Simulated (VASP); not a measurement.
Write the native input for VASP 6.6.1 that does the following.

* Task: single point
* Functional: PBEsol
* Potentials or basis: VASP PAW PBE potentials, release 64 (In_d, P)
* Cutoff: 520 eV
* k mesh: 6 × 6 × 6
* Occupations: gaussian, width 0.15 eV
* Spin: no spin polarisation
* Dipole correction: no
* Further INCAR settings: ALGO = Normal; EDIFF = 1e-06; NBANDS = 38

The structure of InP3 lies in POSCAR:

```
InP3
1.0
    4.0121857222      2.3164365067      3.2793762812
   -4.0121857222      2.3164365067      3.2793762812
    0.0000000000     -4.6328730135      3.2793762812
In P
2 6
Direct
    0.2732789115      0.2732789115      0.2732789115
    0.7267210885      0.7267210885      0.7267210885
    0.7947108827      0.2411926280      0.7947108827
    0.7947108827      0.7947108827      0.2411926280
    0.2411926280      0.7947108827      0.7947108827
    0.2052891173      0.7588073720      0.2052891173
    0.7588073720      0.2052891173      0.2052891173
    0.2052891173      0.2052891173      0.7588073720
```

This cell differs from its parent crystal: strain +0.080 along x and y, +0.000 along z.

These files were run (other wordings do the same):

INCAR

```
SYSTEM = InP3
PREC = Accurate ; ENCUT = 520
EDIFF = 1E-6 ; ISMEAR = 0
SIGMA = 0.15 ; LREAL = .False.
LASPH = .True. ; NELM = 80
ALGO = Normal ; ISIF = 2
LWAVE = .False. ; LCHARG = .False.
GGA = PS ; NBANDS = 38
```

KPOINTS

```
Automatic mesh
0
Gamma
  6 6 6
  0 0 0
```

Potentials or basis: VASP PAW PBE potentials, release 64 (In_d, P).

Launch:

```sh
$ cat potpaw_PBE.64/In_d/POTCAR potpaw_PBE.64/P/POTCAR > POTCAR
$ mpirun -np 1 vasp_std > vasp.out
```

It gave:

```
Pressure               : -10.0 GPa
Largest force          : 0.993 eV/Å
Band gap on the k mesh : zero (bands 28 and 29 overlap by 0.88 eV)
```

Caveat: the cell differs from its parent crystal (strain +0.080 along x and y, +0.000 along z); the cell stands under tension; the PAW data sets were made with another functional, which shifts forces and pressure a little; spin-orbit coupling is left out, which moves the levels of the heavy elements.

Wall time 110 s on 1 thread of AMD EPYC 9R45 96-Core Processor (Zen 5), with other jobs on the host, peak memory 0.32 GiB.
